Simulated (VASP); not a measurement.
# Rh (I4/mmm) in VASP: a series of runs

Rh is run at these levels: PBE; tasks: single point.

Program: VASP 6.6.1. These are calculated values, not measurements. Logs are shortened: lines on timing, memory, paths and dates and some standing lists are left out, and cuts for length are marked.

## (1) The cell of the first run

The structure is tetragonal, space group I4/mmm (No. 139). The conventional cell has a = 2.789 Å, b = 2.789 Å, c = 3.731 Å, α = 90.00°, β = 90.00°, γ = 90.00°. Within 4.0 Å of Rh (site symmetry 4/mmm) lie 18 Rh at 2.71 to 3.94 Å.

## (2) Single point, PBE (biaxial strain in the a-b plane: +3.0 %, then relaxed in part)

Contents of INCAR:

```
ALGO = Fast
EDIFF = 1E-6
ENCUT = 520
GGA = PE
ISIF = 2
ISMEAR = 0
LASPH = True
LCHARG = False
LREAL = False
LWAVE = False
NBANDS = 22
NELM = 60
PREC = Accurate
SIGMA = 0.1
```

Contents of KPOINTS:

```
k-points
0
Gamma
  20 20 14
```

Contents of POSCAR:

```
Rh
1.0
    1.9724180168      1.9724180168      0.0000000000
   -1.9724180168      1.9724180168      0.0000000000
    0.0000000000      0.0000000000      3.7310844077
Rh
2
Direct
    0.0000000000      0.0000000000      0.0000000000
    0.5000000000      0.5000000000      0.5000000000
```

Potentials or basis: VASP PAW PBE potentials, release 64 (Rh_pv).

The run is started by

```console
$ cat potpaw_PBE.64/Rh_pv/POTCAR > POTCAR
$ mpirun -np 1 vasp_std > vasp.out
```

OUTCAR:

```text
EDIFF = 1E-6
   ENCUT = 520
   GGA = PE
   ISIF = 2
   ISMEAR = 0
   LASPH = True
   LREAL = False
   NELM = 60
   PREC = Accurate

 ion  position               nearest neighbor table
   1  0.000  0.000  0.000-   2 2.71   2 2.71   2 2.71   2 2.71   2 2.71   2 2.71   2 2.71   2 2.71

   2  0.500  0.500  0.500-   1 2.71   1 2.71   1 2.71   1 2.71   1 2.71   1 2.71   1 2.71   1 2.71

  LATTYP: Found a simple tetragonal cell.
 ALAT       =     2.7894203100
 C/A-ratio  =     1.3375841548

  Lattice vectors:

 A1 = (   1.9724180168,   1.9724180168,   0.0000000000)
 A2 = (  -1.9724180168,   1.9724180168,   0.0000000000)
 A3 = (   0.0000000000,   0.0000000000,   3.7310844077)

Analysis of symmetry for initial positions (statically):
=====================================================================
 Subroutine PRICEL returns following result:

  LATTYP: Found a body centered tetragonal cell.
 ALAT       =     2.7894203100
 C/A-ratio  =     1.3375841548

  Lattice vectors:

 A1 = (   0.0000000000,  -1.9724180168,  -1.8655422039)
 A2 = (   0.0000000000,   1.9724180168,  -1.8655422038)
 A3 = (   1.9724180168,   0.0000000000,   1.8655422038)

   2 primitive cells build up your supercell.

 Routine SETGRP: Setting up the symmetry group for a
 simple tetragonal supercell.

 Subroutine GETGRP returns: Found 16 space group operations
 (whereof 16 operations were pure point group operations)
 out of a pool of 16 trial point group operations.

The static configuration has the point symmetry D_4h.

Analysis of symmetry for dynamics (positions and initial velocities):
=====================================================================
 Subroutine PRICEL returns following result:

  LATTYP: Found a body centered tetragonal cell.
 ALAT       =     2.7894203100
 C/A-ratio  =     1.3375841548

  Lattice vectors:

 A1 = (   0.0000000000,  -1.9724180168,  -1.8655422039)
 A2 = (   0.0000000000,   1.9724180168,  -1.8655422038)
 A3 = (   1.9724180168,   0.0000000000,   1.8655422038)

   2 primitive cells build up your supercell.

 Routine SETGRP: Setting up the symmetry group for a
 simple tetragonal supercell.

 Subroutine GETGRP returns: Found 16 space group operations
 (whereof 16 operations were pure point group operations)
 out of a pool of 16 trial point group operations.

The dynamic configuration has the point symmetry D_4h.

 Subroutine INISYM returns: Found 16 space group operations
 (whereof 16 operations are pure point group operations),
 and found     2 'primitive' translations

----------------------------------------------------------------------------------------

                                     Primitive cell

  volume of cell :      14.5155

  direct lattice vectors                    reciprocal lattice vectors
     0.000000000 -1.972418017 -1.865542204     0.253495961 -0.253495961 -0.268018595
     0.000000000  1.972418017 -1.865542204     0.253495961  0.253495961 -0.268018595
     1.972418017  0.000000000  1.865542204     0.506991921  0.000000000  0.000000000

  length of vectors
     2.714899731  2.714899731  2.714899731     0.447609619  0.447609619  0.506991921

  position of ions in fractional coordinates (direct lattice)
     0.000000000  0.000000000  0.000000000

  ion indices of the primitive-cell ions
   primitive index   ion index
                 1           1

----------------------------------------------------------------------------------------

 KPOINTS: k-points

Automatic generation of k-mesh.
 Grid dimensions read from file:
 generate k-points for:   20   20   14

 Generating k-lattice:

  Cartesian coordinates                     Fractional coordinates (reciprocal lattice)
     0.012674798  0.012674798  0.000000000     0.050000000  0.000000000  0.000000000
    -0.012674798  0.012674798  0.000000000     0.000000000  0.050000000  0.000000000
     0.000000000  0.000000000  0.019144185     0.000000000  0.000000000  0.071428571

  Length of vectors
     0.017924871  0.017924871  0.019144185

  Shift w.r.t. Gamma in fractional coordinates (k-lattice)
     0.000000000  0.000000000  0.000000000

 Subroutine IBZKPT returns following result:
 ===========================================

 Found    528 irreducible k-points:

 Following reciprocal coordinates:
            Coordinates               Weight
  0.000000  0.000000  0.000000      1.000000
  0.050000  0.000000  0.000000      4.000000
  0.100000  0.000000  0.000000      4.000000
  0.150000  0.000000  0.000000      4.000000
  0.200000  0.000000  0.000000      4.000000
  0.250000  0.000000  0.000000      4.000000
[... 16 lines left out ...]
  0.150000  0.100000  0.000000      8.000000
  0.200000  0.100000  0.000000      8.000000
 [... further k-points ...]
   k-points           NKPTS =    528   k-points in BZ     NKDIM =    528   number of bands    NBANDS=     22
   number of dos      NEDOS =    301   number of ions     NIONS =      2
   total plane-waves  NPLWV =  16128
   dimension x,y,z NGX =    24 NGY =   24 NGZ =   28
   dimension x,y,z NGXF=    48 NGYF=   48 NGZF=   56
   ions per type =               2
   NGX,Y,Z   is equivalent  to a cutoff of  14.30, 14.30, 12.48 a.u.
   NGXF,Y,Z  is equivalent  to a cutoff of  28.61, 28.61, 24.95 a.u.
 SYSTEM =  unknown system
   PREC   = accura    normal or accurate (medium, high low for compatibility)
   ISTART =      0    job   : 0-new  1-cont  2-samecut
   ICHARG =      2    charge: 1-file 2-atom 10-const
   ISPIN  =      1    spin polarized calculation?
   LNONCOLLINEAR =      F non collinear calculations
   LSORBIT =      F    spin-orbit coupling
   LASPH  =      T    aspherical Exc in radial PAW
   ENCUT  =  520.0 eV  38.22 Ry    6.18 a.u.   5.19  5.19  6.94*2*pi/ulx,y,z
   NELM   =     60;   NELMIN=  2; NELMDL= -5     # of ELM steps
   EDIFF  = 0.1E-05   stopping-criterion for ELM
   LREAL  =      F    real-space projection
   EDIFFG = 0.1E-04   stopping-criterion for IOM
   NSW    =      0    number of steps for IOM
   IBRION =     -1    ionic relax: 0-MD 1-quasi-New 2-CG
   NFREE  =      0    steps in history (QN), initial steepest desc. (CG)
   ISIF   =      2    stress and relaxation
   ISYM   =      2    0-nonsym 1-usesym 2-fastsym
   POTIM  = 0.5000    time-step for ionic-motion
   TEBEG  =    0.0;   TEEND  =   0.0 temperature during run
   PSTRESS=    0.0 pullay stress
   NELECT =      30.0000    total number of electrons
   NUPDOWN=      -1.0000    fix difference up-down
   EMIN   =  10.00;   EMAX   =-10.00  energy-range for DOS
   EFERMI =   0.00;   METHOD = LEGACY
   ISMEAR =     0;   SIGMA  =   0.10  broadening in eV -4-tet -1-fermi 0-gaus
   EFERMI_NEDOS =   21; number of points for ismear=-14 and -15
   IALGO  =     68    algorithm
   IMIX   =      4    mixing-type and parameters
     AMIX     =   0.40;   BMIX     =  1.00
     AMIX_MAG =   1.60;   BMIX_MAG =  1.00
  volume/ion in A,a.u.               =      14.52        97.96
  Fermi-wavevector in a.u.,A,eV,Ry     =   1.655113  3.127710 37.271776  2.739398
  Thomas-Fermi vector in A             =   2.743265
   LORBIT       =      0    0 simple, 1 ext, 2 COOP (PROOUT), +10 PAW based schemes
   GGA     = PE    functional components
   LHFCALC =     F    Hartree Fock is set to
   AEXX    =    0.0000 exact exchange contribution
   IVDW    =     0    specifies the selected vdW correction
   LEPSILON=     F    determine dielectric tensor
   LRPA    =     F    only Hartree local field effects (RPA)
 non-spin polarized calculation
 RMM-DIIS sequential band-by-band and
 Gauss-broadening in eV      SIGMA  =   0.10
  energy-cutoff  :      520.00
  volume of cell :       29.03
 maximum number of plane-waves:       802
 NGX is ok and might be reduce to    24
   NGX = 11   NGY = 11   NGZ = 13

 number of electron      29.9999999 magnetization

 Free energy of the ion-electron system (eV)
  ---------------------------------------------------
  ext. energy  EPLUGINS =         0.00000000
  ---------------------------------------------------
  free energy    TOTEN  =       -14.46264324 eV

  energy without entropy =      -14.44759523  energy(sigma->0) =      -14.45511923

 E-fermi :  10.9255     XC(G=0): -13.6831

 val. band max:       10.9249816028   @ k =   0.1000   0.0500   0.3571
 cond. band min:      10.9261304038   @ k =   0.2500   0.0000   0.4286
 fundamental gap:      0.0011488010
 Fermi energy:        10.9254802381

 k-point     1 :       0.0000    0.0000    0.0000
  band No.  band energies     occupation
      1     -35.9037      2.00000
      2     -35.6196      2.00000
      3     -35.6196      2.00000
      4     -35.3562      2.00000
      5     -35.3562      2.00000
      6     -35.3244      2.00000
[... 14 lines left out ...]
     21      23.5667      0.00000
     22      27.0076      0.00000

 k-point     2 :       0.0500    0.0000    0.0000
  band No.  band energies     occupation
      1     -35.8996      2.00000
      2     -35.6246      2.00000
      3     -35.6175      2.00000
      4     -35.3646      2.00000
      5     -35.3573      2.00000
      6     -35.3274      2.00000
[... 14 lines left out ...]
     21      23.6196      0.00000
     22      27.0954      0.00000

 k-point     3 :       0.1000    0.0000    0.0000
  band No.  band energies     occupation
      1     -35.8875      2.00000
      2     -35.6389      2.00000
      3     -35.6111      2.00000
      4     -35.3889      2.00000
      5     -35.3606      2.00000
      6     -35.3364      2.00000
[... 14 lines left out ...]
     21      23.8110      0.00000
     22      27.3471      0.00000
[... 476 lines left out ...]
 k-point    23 :       0.1500    0.1000    0.0000
  band No.  band energies     occupation
      1     -35.8529      2.00000
      2     -35.6684      2.00000
      3     -35.6051      2.00000
      4     -35.4482      2.00000
      5     -35.3801      2.00000
      6     -35.3616      2.00000
[... 14 lines left out ...]
     21      23.7848      0.00000
     22      28.0731      0.00000

 k-point    24 :       0.2000    0.1000    0.0000
  band No.  band energies     occupation
      1     -35.8272      2.00000
      2     -35.6942      2.00000
      3     -35.5929      2.00000
      4     -35.4950      2.00000
      5     -35.3884      2.00000
      6     -35.3809      2.00000
[... 14 lines left out ...]
     21      24.1714      0.00000
     22      28.5076      0.00000

 [... further k-points ...]

------------------------ aborting loop because EDIFF is reached ----------------------------------------

  FORCE on cell =-STRESS in cart. coord.  units (eV):
  Direction    XX          YY          ZZ          XY          YZ          ZX
  --------------------------------------------------------------------------------------
  -------------------------------------------------------------------------------------
  Total       -1.9972280     -1.9972280     -0.0033532      0.0000000     -0.0000000      0.0000000
  in kB     -110.2237635   -110.2237635     -0.1850554      0.0000000     -0.0000000      0.0000000
  external PRESSURE =     -73.5441941 kB  Pullay stress =       0.0000000 kB

 VOLUME and BASIS-vectors are now :
 -----------------------------------------------------------------------------
  energy-cutoff  :      520.00
  volume of cell :       29.03
      direct lattice vectors                 reciprocal lattice vectors
     1.972418017  1.972418017  0.000000000     0.253495961  0.253495961  0.000000000
    -1.972418017  1.972418017  0.000000000    -0.253495961  0.253495961  0.000000000
     0.000000000  0.000000000  3.731084408     0.000000000  0.000000000  0.268018595

 POSITION                                       TOTAL-FORCE (eV/Angst)
 -----------------------------------------------------------------------------------
      0.00000      0.00000      0.00000        -0.000000     -0.000000     -0.000000
      0.00000      1.97242      1.86554         0.000000      0.000000      0.000000
 -----------------------------------------------------------------------------------
    total drift:                               -0.000000      0.000000     -0.000000

  FREE ENERGIE OF THE ION-ELECTRON SYSTEM (eV)
  ---------------------------------------------------
  free  energy   TOTEN  =       -14.4626432368 eV

  energy  without entropy=      -14.4475952281  energy(sigma->0) =      -14.45511923
```

Run time: 1.9 min. Hardware: 1 thread of Intel Xeon Platinum 8488C (Sapphire Rapids), shared host; peak memory 0.35 GiB.

Results:

| Quantity | Value |
| --- | --- |
| Free energy | -14.4626 eV |
| Pressure | -7.4 GPa |
| Band gap on the k mesh | zero (bands 15 and 16 overlap by 2.49 eV) |

Stress tensor (GPa, compression positive):
```
-11.02   0.00   0.00
  0.00 -11.02   0.00
  0.00   0.00  -0.02
```

Caveat: the cell differs from its parent crystal (biaxial strain in the a-b plane: +3.0 %, then relaxed in part); the stress differs along the axes, from -11 to -0 GPa.

## (3) Single point, PBE (biaxial strain in the a-b plane: +3.0 %)

Contents of INCAR:

```
SYSTEM = Rh
  PREC = Accurate
  ENCUT = 520
  EDIFF = 1E-6
  ISMEAR = 0
  SIGMA = 0.1
  LREAL = .False.
  LASPH = .True.
  NELM = 60
  ALGO = Fast
  ISIF = 2
  LWAVE = .False.
  LCHARG = .False.
  GGA = PE
  NBANDS = 22
```

Contents of KPOINTS:

```
regular mesh
0
Gamma
  20 20 14
  0 0 0
```

Edit POSCAR of step 2 so:

```diff
@@ -4,3 +4,3 @@
    -1.9724180168      1.9724180168      0.0000000000
-    0.0000000000      0.0000000000      3.7310844077
+    0.0000000000      0.0000000000      3.7609990145
 Rh
```

Potentials or basis: VASP PAW PBE potentials, release 64 (Rh_pv).

The run is started by

```console
$ cat potpaw_PBE.64/Rh_pv/POTCAR > POTCAR
$ mpirun -np 1 vasp_std > vasp.out
```

Run time: 1.9 min. Hardware: 1 thread of Intel Xeon Platinum 8488C (Sapphire Rapids), shared host; peak memory 0.35 GiB.

Results (log left out):

| Property | Result |
| --- | --- |
| Free energy | -14.4607 eV |
| Pressure | -9.1 GPa |
| Band gap on the k mesh | zero (bands 15 and 16 overlap by 2.48 eV) |

Stress tensor (GPa, compression positive):
```
-12.25   0.00   0.00
  0.00 -12.25   0.00
  0.00   0.00  -2.91
```

Levels at points of the mesh, in eV from the Fermi level:
| k point | band 13 | band 14 | band 15 | band 16 | band 17 | band 18 |
| --- | --- | --- | --- | --- | --- | --- |
| (0.00, 0.00, 0.00) | -1.18 | -0.64 | 0.47 | 0.91 | 0.91 | 3.87 |
| (0.50, 0.00, 0.00) | -1.78 | -1.78 | -1.08 | -1.08 | 2.59 | 2.59 |
| (0.50, 0.50, 0.00) | 0.68 | 0.68 | 1.06 | 1.06 | 2.89 | 2.89 |
| (0.00, 0.00, 0.50) | -1.43 | -1.43 | -1.42 | -1.42 | -0.41 | -0.41 |
| (0.50, 0.00, 0.50) | 0.39 | 0.39 | 0.64 | 0.64 | 0.82 | 0.82 |
| (0.50, 0.50, 0.50) | -1.00 | -1.00 | 0.68 | 0.68 | 9.23 | 9.23 |

Caveat: the cell differs from its parent crystal (biaxial strain in the a-b plane: +3.0 %); the stress differs along the axes, from -12 to -3 GPa.
